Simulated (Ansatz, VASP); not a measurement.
EuS: VASP beside Ansatz

File INCAR:

```
SYSTEM = EuS
ALGO = Normal
EDIFF = 1E-8
ENCUT = 520
GGA = PE
GGA_COMPAT = .FALSE.
ISIF = 2
ISMEAR = -1
ISPIN = 2
LASPH = .TRUE.
LCHARG = .FALSE.
LEFG = .TRUE.
LMAXMIX = 6
LORBIT = 11
LREAL = .FALSE.
LWAVE = .FALSE.
MAGMOM = 7 0
NBANDS = 22
NELM = 200
PREC = Accurate
SIGMA = 0.08
```

File KPOINTS:

```
k-points
0
G
  10 10 10
  0 0 0
```

The input POSCAR:

```
EuS
1.0
    0.0000000000      2.8847028751      2.8847028751
    2.8847028751      0.0000000000      2.8847028751
    2.8847028751      2.8847028751      0.0000000000
Eu S
1 1
Direct
    0.0000000000      0.0000000000      0.0000000000
    0.5000000000      0.5000000000      0.5000000000
```

Input for Ansatz:

```yaml
crystal:
  lattice:
    - [0.0, 2.8847028751, 2.8847028751]
    - [2.8847028751, 0.0, 2.8847028751]
    - [2.8847028751, 2.8847028751, 0.0]
  atoms:
    - { symbol: Eu, position: [0.0, 0.0, 0.0], spin: 7.0 }
    - { symbol: S, position: [0.5, 0.5, 0.5] }
magnetization:
  spin_polarized: true
kpoints:
  mp_grid: { grid: [10, 10, 10] }
scf:
  occupations: { method: fermi_dirac, width: 0.08 }
hamiltonian:
  xc: pbe
  pseudopotentials: { kind: all_electron, datasets: crystal }
output:
  forces: true
  stress: true
  eigenvalues: true
  efg: { contact_densities: true }
```

Change from the starting cell: volume scaled by 0.96, crystal datasets.

Alike in both runs: task electric field gradients; functional PBE; k mesh 10 × 10 × 10; occupations fermi-dirac, width 0.08 eV; collinear spin.

|  | VASP | Ansatz |
| --- | --- | --- |
| version | VASP 6.6.1 | Ansatz 0.2.0 |
| potentials or method | VASP PAW PBE potentials, release 64 (Eu, S), cutoff 520 eV | all-electron PAW with datasets made for the crystal, scalar-relativistic |

Ansatz gave:

```
pressure (GPa)                                                : 2.4
net moment per atom (μB)                                      : 3.47
size of the moment on the site where the two differ most (μB) : 6.68
```

Problem. Which values does VASP return?

Solution. Pressure (GPa): 2.0; net moment per atom (μB): 3.46; size of the moment on the site where the two differ most (μB): 6.54.

Site moments also hang on the region over which each program counts them. Ansatz ran all-electron here, and VASP with PAW potentials.

Spin-orbit coupling is off throughout.
